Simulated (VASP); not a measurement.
# Ru (P6_3/mmc) in VASP: further runs

The runs below take Ru through electric field gradients, density of states, with LDA, PBE.

All numbers are computed with VASP 6.6.1; they aren't measurements. Logs are shortened: lines on timing, memory, paths and dates and some standing lists are left out, and cuts for length are marked.

### 1 The cell of the first run

The structure is hexagonal, space group P6_3/mmc (No. 194). Conventional cell: a = 2.708 Å, b = 2.708 Å, c = 4.268 Å, α = 90.00°, β = 90.00°, γ = 120.00°. Ru (site symmetry -6m2) has 12 Ru at 2.65 to 2.71 Å within 3.5 Å.

### 2 Electric field gradients, LDA

File INCAR:

```
SYSTEM = Ru
ALGO     = Fast           ! electronic algorithm
EDIFF    = 1E-8           ! SCF threshold, eV
ENCUT    = 520            ! plane-wave cutoff, eV
GGA      = CA             ! functional
ISIF     = 2              ! what is computed and relaxed
ISMEAR   = 1              ! smearing method
LASPH    = .TRUE.         ! aspherical terms in the spheres
LCHARG   = .FALSE.        ! write CHGCAR
LEFG     = .TRUE.       
LREAL    = .FALSE.        ! projectors in reciprocal space
LWAVE    = .FALSE.        ! write WAVECAR
NBANDS   = 21             ! bands
NELM     = 100            ! most SCF steps
PREC     = Accurate       ! precision mode
SIGMA    = 0.12           ! smearing width, eV
```

File KPOINTS:

```
k-points
0
G
  3 3 1
  0 0 0
```

File POSCAR:

```
Ru
1.0
    2.7078263433      0.0000000000      0.0000000000
   -1.3539131716      2.3450464023      0.0000000000
    0.0000000000      0.0000000000      4.2681017800
Ru
2
Direct
    0.3333333333      0.6666666667      0.2500000000
    0.6666666667      0.3333333333      0.7500000000
```

Potentials or basis: VASP PAW LDA potentials, release 64 (Ru_pv).

Launch:

```
> cat potpaw_LDA.64/Ru_pv/POTCAR > POTCAR
> mpirun -np 1 vasp_std > vasp.out
```

OUTCAR:

```text
SYSTEM = Ru
   EDIFF = 1E-8
   ENCUT = 520
   GGA = CA
   ISIF = 2
   ISMEAR = 1
   LASPH = .TRUE.
   LREAL = .FALSE.
   NELM = 100
   PREC = Accurate

 ion  position               nearest neighbor table
   1  0.333  0.667  0.250-   2 2.65   2 2.65   2 2.65   2 2.65   2 2.65   2 2.65
   2  0.667  0.333  0.750-   1 2.65   1 2.65   1 2.65   1 2.65   1 2.65   1 2.65

  LATTYP: Found a hexagonal cell.
 ALAT       =     2.7078263433
 C/A-ratio  =     1.5762095640

  Lattice vectors:

 A1 = (   2.7078263433,   0.0000000000,   0.0000000000)
 A2 = (  -1.3539131716,   2.3450464023,   0.0000000000)
 A3 = (   0.0000000000,   0.0000000000,   4.2681017800)

Analysis of symmetry for initial positions (statically):
=====================================================================
 Subroutine PRICEL returns:
 Original cell was already a primitive cell.

 Routine SETGRP: Setting up the symmetry group for a
 hexagonal supercell.

 Subroutine GETGRP returns: Found 24 space group operations
 (whereof 12 operations were pure point group operations)
 out of a pool of 24 trial point group operations.

The static configuration has the point symmetry D_3d.
 The point group associated with its full space group is D_6h.

Analysis of symmetry for dynamics (positions and initial velocities):
=====================================================================
 Subroutine PRICEL returns:
 Original cell was already a primitive cell.

 Routine SETGRP: Setting up the symmetry group for a
 hexagonal supercell.

 Subroutine GETGRP returns: Found 24 space group operations
 (whereof 12 operations were pure point group operations)
 out of a pool of 24 trial point group operations.

The dynamic configuration has the point symmetry D_3d.
 The point group associated with its full space group is D_6h.

 Subroutine INISYM returns: Found 24 space group operations
 (whereof 12 operations are pure point group operations),
 and found     1 'primitive' translations

----------------------------------------------------------------------------------------

                                     Primitive cell

  volume of cell :      27.1024

  direct lattice vectors                    reciprocal lattice vectors
     2.707826343  0.000000000  0.000000000     0.369299901  0.213215397  0.000000000
    -1.353913172  2.345046402  0.000000000     0.000000000  0.426430794  0.000000000
     0.000000000  0.000000000  4.268101780     0.000000000  0.000000000  0.234296193

  length of vectors
     2.707826343  2.707826343  4.268101780     0.426430794  0.426430794  0.234296193

  position of ions in fractional coordinates (direct lattice)
     0.333333333  0.666666667  0.250000000
     0.666666667  0.333333333  0.750000000

  ion indices of the primitive-cell ions
   primitive index   ion index
                 1           1
                 2           2

----------------------------------------------------------------------------------------

 KPOINTS: k-points

Automatic generation of k-mesh.
 Grid dimensions read from file:
 generate k-points for:    3    3    1

 Generating k-lattice:

  Cartesian coordinates                     Fractional coordinates (reciprocal lattice)
     0.123099967  0.071071799  0.000000000     0.333333333  0.000000000  0.000000000
     0.000000000  0.142143598  0.000000000     0.000000000  0.333333333  0.000000000
     0.000000000  0.000000000  0.234296193     0.000000000  0.000000000  1.000000000

  Length of vectors
     0.142143598  0.142143598  0.234296193

  Shift w.r.t. Gamma in fractional coordinates (k-lattice)
     0.000000000  0.000000000  0.000000000

 Subroutine IBZKPT returns following result:
 ===========================================

 Found      3 irreducible k-points:

 Following reciprocal coordinates:
            Coordinates               Weight
  0.000000  0.000000  0.000000      1.000000
  0.333333 -0.000000  0.000000      6.000000
  0.333333  0.333333  0.000000      2.000000
   k-points           NKPTS =      3   k-points in BZ     NKDIM =      3   number of bands    NBANDS=     21
   number of dos      NEDOS =    301   number of ions     NIONS =      2
   total plane-waves  NPLWV =  12800
   dimension x,y,z NGX =    20 NGY =   20 NGZ =   32
   dimension x,y,z NGXF=    40 NGYF=   40 NGZF=   64
   ions per type =               2
   NGX,Y,Z   is equivalent  to a cutoff of  12.28, 12.28, 12.46 a.u.
   NGXF,Y,Z  is equivalent  to a cutoff of  24.56, 24.56, 24.93 a.u.
 SYSTEM =  Ru
   PREC   = accura    normal or accurate (medium, high low for compatibility)
   ISTART =      0    job   : 0-new  1-cont  2-samecut
   ICHARG =      2    charge: 1-file 2-atom 10-const
   ISPIN  =      1    spin polarized calculation?
   LNONCOLLINEAR =      F non collinear calculations
   LSORBIT =      F    spin-orbit coupling
   LASPH  =      T    aspherical Exc in radial PAW
   ENCUT  =  520.0 eV  38.22 Ry    6.18 a.u.   5.03  5.03  7.94*2*pi/ulx,y,z
   NELM   =    100;   NELMIN=  2; NELMDL= -5     # of ELM steps
   EDIFF  = 0.1E-07   stopping-criterion for ELM
   LREAL  =      F    real-space projection
   EDIFFG = 0.1E-06   stopping-criterion for IOM
   NSW    =      0    number of steps for IOM
   IBRION =     -1    ionic relax: 0-MD 1-quasi-New 2-CG
   NFREE  =      0    steps in history (QN), initial steepest desc. (CG)
   ISIF   =      2    stress and relaxation
   ISYM   =      2    0-nonsym 1-usesym 2-fastsym
   POTIM  = 0.5000    time-step for ionic-motion
   TEBEG  =    0.0;   TEEND  =   0.0 temperature during run
   PSTRESS=    0.0 pullay stress
   NELECT =      28.0000    total number of electrons
   NUPDOWN=      -1.0000    fix difference up-down
   EMIN   =  10.00;   EMAX   =-10.00  energy-range for DOS
   EFERMI =   0.00;   METHOD = LEGACY
   ISMEAR =     1;   SIGMA  =   0.12  broadening in eV -4-tet -1-fermi 0-gaus
   EFERMI_NEDOS =   21; number of points for ismear=-14 and -15
   IALGO  =     68    algorithm
   IMIX   =      4    mixing-type and parameters
     AMIX     =   0.40;   BMIX     =  1.00
     AMIX_MAG =   1.60;   BMIX_MAG =  1.00
  volume/ion in A,a.u.               =      13.55        91.45
  Fermi-wavevector in a.u.,A,eV,Ry     =   1.654977  3.127452 37.265640  2.738947
  Thomas-Fermi vector in A             =   2.743152
   LORBIT       =      0    0 simple, 1 ext, 2 COOP (PROOUT), +10 PAW based schemes
   GGA     = CA    functional components
   LHFCALC =     F    Hartree Fock is set to
   AEXX    =    0.0000 exact exchange contribution
   IVDW    =     0    specifies the selected vdW correction
   LEPSILON=     F    determine dielectric tensor
   LRPA    =     F    only Hartree local field effects (RPA)
 non-spin polarized calculation
 RMM-DIIS sequential band-by-band and
 Methfessel and Paxton  Order N= 1 SIGMA  =   0.12
  energy-cutoff  :      520.00
  volume of cell :       27.10
 maximum number of plane-waves:       727
   NGX = 11   NGY = 11   NGZ = 15

 number of electron      28.0000006 magnetization

 Free energy of the ion-electron system (eV)
  ---------------------------------------------------
  ext. energy  EPLUGINS =         0.00000000
  ---------------------------------------------------
  free energy    TOTEN  =       -20.79223317 eV

  energy without entropy =      -20.78585867  energy(sigma->0) =      -20.79010834

 E-fermi :  13.4245     XC(G=0): -14.3735

 val. band max:       13.0856993841   @ k =   0.3333  -0.0000   0.0000
 cond. band min:      13.4757841278   @ k =   0.3333  -0.0000   0.0000
 fundamental gap:      0.3900847437
 Fermi energy:        13.4244727925

 k-point     1 :       0.0000    0.0000    0.0000
  band No.  band energies     occupation
      1     -30.7033      2.00000
      2     -29.5429      2.00000
      3     -29.5429      2.00000
      4     -29.5173      2.00000
      5     -29.3628      2.00000
      6     -29.3628      2.00000
      7       4.6812      2.00000
      8       6.4649      2.00000
      9      10.2563      2.00000
     10      10.2563      2.00000
     11      10.3511      2.00000
     12      10.9612      2.00000
     13      10.9612      2.00000
     14      11.3741      2.00000
     15      11.3741      2.00000
     16      14.0242     -0.00000
     17      14.0242     -0.00000
     18      14.0526     -0.00000
     19      22.9785      0.00000
     20      23.0629      0.00000
     21      23.2361      0.00000

 k-point     2 :       0.3333   -0.0000    0.0000
  band No.  band energies     occupation
      1     -30.3793      2.00000
      2     -30.1182      2.00000
      3     -29.9314      2.00000
      4     -29.7251      2.00000
      5     -29.6979      2.00000
      6     -29.4506      2.00000
      7       6.9498      2.00000
      8       7.3172      2.00000
      9       8.0271      2.00000
     10       9.7662      2.00000
     11      10.0529      2.00000
     12      10.7231      2.00000
     13      10.9719      2.00000
     14      13.0857      2.00049
     15      13.4758      0.34444
     16      13.5288     -0.01159
     17      14.6882     -0.00000
     18      22.2680      0.00000
     19      22.5308      0.00000
     20      23.0742      0.00000
     21      24.3110      0.00000

 k-point     3 :       0.3333    0.3333    0.0000
  band No.  band energies     occupation
      1     -30.1702      2.00000
      2     -30.0022      2.00000
      3     -30.0022      2.00000
      4     -29.9878      2.00000
      5     -29.9878      2.00000
      6     -29.7853      2.00000
      7       7.1499      2.00000
      8       8.4175      2.00000
      9       8.4175      2.00000
     10       9.0638      2.00000
     11       9.9304      2.00000
     12       9.9304      2.00000
     13      11.8352      2.00000
     14      13.8608     -0.00000
     15      13.8608     -0.00000
     16      14.3260     -0.00000
     17      19.8526      0.00000
     18      19.9338      0.00000
     19      19.9338      0.00000
     20      23.0625      0.00000
     21      23.0629      0.00000

------------------------ aborting loop because EDIFF is reached ----------------------------------------

  FORCE on cell =-STRESS in cart. coord.  units (eV):
  Direction    XX          YY          ZZ          XY          YZ          ZX
  --------------------------------------------------------------------------------------
  -------------------------------------------------------------------------------------
  Total        3.2460355      3.2460355     -7.3023800      0.0000000     -0.0000000      0.0000000
  in kB      191.8919843    191.8919843   -431.6860302      0.0000000     -0.0000000      0.0000000
  external PRESSURE =     -15.9673539 kB  Pullay stress =       0.0000000 kB

 VOLUME and BASIS-vectors are now :
 -----------------------------------------------------------------------------
  energy-cutoff  :      520.00
  volume of cell :       27.10
      direct lattice vectors                 reciprocal lattice vectors
     2.707826343  0.000000000  0.000000000     0.369299901  0.213215397  0.000000000
    -1.353913172  2.345046402  0.000000000     0.000000000  0.426430794  0.000000000
     0.000000000  0.000000000  4.268101780     0.000000000  0.000000000  0.234296193

 POSITION                                       TOTAL-FORCE (eV/Angst)
 -----------------------------------------------------------------------------------
     -0.00000      1.56336      1.06703         0.000000      0.000000      0.000000
      1.35391      0.78168      3.20108        -0.000000     -0.000000      0.000000
 -----------------------------------------------------------------------------------
    total drift:                               -0.000000      0.000000     -0.000000

  FREE ENERGIE OF THE ION-ELECTRON SYSTEM (eV)
  ---------------------------------------------------
  free  energy   TOTEN  =       -20.7922331705 eV

  energy  without entropy=      -20.7858586746  energy(sigma->0) =      -20.79010834

 Electric field gradients (V/A^2)
---------------------------------------------------------------------
 ion       V_xx      V_yy      V_zz      V_xy      V_xz      V_yz
---------------------------------------------------------------------
   1     -66.494   -66.492   132.986     0.002     0.000    -0.000
   2     -66.494   -66.492   132.986     0.002    -0.000     0.000
---------------------------------------------------------------------

 Electric field gradients after diagonalization (V/A^2)
 (convention: |V_zz| > |V_xx| > |V_yy|)
----------------------------------------------------------------------
 ion       V_xx      V_yy      V_zz     asymmetry (V_yy - V_xx)/ V_zz
----------------------------------------------------------------------
   1     -66.495   -66.491   132.986       0.000
   2     -66.495   -66.491   132.986       0.000
----------------------------------------------------------------------

           NMR quadrupolar parameters

 Cq : quadrupolar parameter    Cq=e*Q*V_zz/h
 eta: asymmetry parameters     (V_yy - V_xx)/ V_zz
 Q  : nuclear electric quadrupole moment in mb (millibarn)
----------------------------------------------------------------------
 ion       Cq(MHz)       eta       Q (mb)
----------------------------------------------------------------------
   1       0.322       0.000       1.000
   2       0.322       0.000       1.000
----------------------------------------------------------------------
```

Wall time 2 s (1 thread of Intel Xeon 6975P-C, shared host); peak memory 0.12 GiB.

Results:

```yaml
Free_energy: -20.7922 eV
Pressure: -1.6 GPa
Band_gap_on_the_k_mesh: zero (band 14 reaches 13.86 eV, above the bottom of band 15 at 11.37 eV)
```

Stress tensor (GPa, compression positive):
```
 19.19   0.00   0.00
  0.00  19.19   0.00
  0.00   0.00 -43.17
```

Electric field gradients, principal values (V/Å²):
```tsv
atom	least	middle	greatest (by size)
1 Ru	-66.491	-66.495	132.986
2 Ru	-66.491	-66.495	132.986
```

Caveat: the k points lie up to 1.47 Å⁻¹ apart; without QUAD_EFG the Cq values of the log hold for a quadrupole moment of 1 mb, not for the nuclei.

(Continued in part 2 of 2.)
